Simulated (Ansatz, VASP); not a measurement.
One calculation of PbSe, two programs

```xyz
2
Lattice="3.7071 0.0000 0.0000 0.0000 3.7071 0.0000 0.0000 0.0000 3.7071" Properties=species:S:1:pos:R:3 pbc="T T T"
Pb    0.0000    0.0000    0.0000
Se    1.8535    1.8535    1.8535
```

Alike in both runs: task single point; functional PBE; k mesh 7 × 7 × 7; occupations fermi-dirac, width 0.05 eV; no spin polarisation.

```csv
,VASP,Ansatz
version,VASP 6.6.1,Ansatz 0.2.0
potentials or method,"VASP PAW PBE potentials, release 64 (Pb_d, Se)",Ansatz PAW soft_1
plane-wave cutoff (eV),520,420
valence electrons in the cell,20,30
```

Ansatz gave:

| Item | Value |
| --- | --- |
| gap on the k mesh at the Fermi level (eV) | none |
| pressure (GPa) | 3.3 |

**Question.** Which values does VASP return?

**Answer.** gap on the k mesh at the Fermi level (eV): none; pressure (GPa): 3.2.

A gap of «none» marks a metal or a gap that the smearing closes. VASP's potentials hold 20 valence electrons a cell and Ansatz's 30, so a difference there can come from the potentials and not from the codes.

Neither program's run includes spin-orbit coupling.
